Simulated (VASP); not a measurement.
## InF3: single point with LDA

Crystal: InF3.

```
In F
1.0
     2.39840    1.38472    4.80200
    -2.39840    1.38472    4.80200
     0.00000   -2.76943    4.80200
In F
2 6
Direct
  0.00000 0.00000 0.00000
  0.50000 0.50000 0.50000
  0.93590 0.56410 0.25000
  0.25000 0.93590 0.56410
  0.56410 0.25000 0.93590
  0.06410 0.43590 0.75000
  0.75000 0.06410 0.43590
  0.43590 0.75000 0.06410
```

This cell differs from its parent crystal: volume scaled by 0.88, then relaxed in part.

* Program: VASP 6.6.1
* Task: single point
* Functional: LDA
* Potentials or basis: VASP PAW LDA potentials, release 64 (In_d, F)
* Cutoff: 520 eV
* k mesh: 6 × 6 × 6
* Occupations: gaussian, width 0.02 eV
* Spin: no spin polarisation
* Dipole correction: no
* Further INCAR settings: ALGO = Normal; EDIFF = 1e-06; NBANDS = 44

* Pressure: 8.1 GPa
* Largest force: 0.061 eV/Å
* Band gap on the k mesh: 4.26 eV, direct

Forces on the atoms (eV/Å):
```
In   0.000  0.000  0.000
In   0.000  0.000  0.000
F    0.061  0.000  0.000
F   -0.030  0.053  0.000
F   -0.030 -0.053  0.000
F   -0.061  0.000  0.000
F    0.030 -0.053  0.000
F    0.030  0.053  0.000
```

Stress tensor (GPa, compression positive):
```
8.07 0.00 0.00
0.00 8.07 0.00
0.00 0.00 8.24
```

Levels at points of the mesh, in eV from the valence-band top:
```tsv
k point	band 31	band 32	band 33	band 34	band 35	band 36	band 37	band 38
(0.00, 0.00, 0.00)	-0.28	-0.28	0.00	0.00	4.26	9.91	10.33	12.24
(0.50, 0.00, 0.00)	-0.38	-0.38	-0.31	-0.31	7.20	7.20	11.46	11.46
(0.50, 0.50, 0.00)	-0.40	-0.31	-0.16	-0.10	7.20	8.58	9.83	10.88
(0.50, 0.50, 0.50)	-0.13	-0.13	-0.13	-0.13	6.77	6.77	12.38	12.38
```

Wall time 77 s on 1 thread of Intel(R) Xeon(R) 6975P-C (Granite Rapids), with other jobs on the host, peak memory 0.27 GiB.

Caveat: spin-orbit coupling is left out, which moves the levels of the heavy elements. A k mesh can miss the band edges.
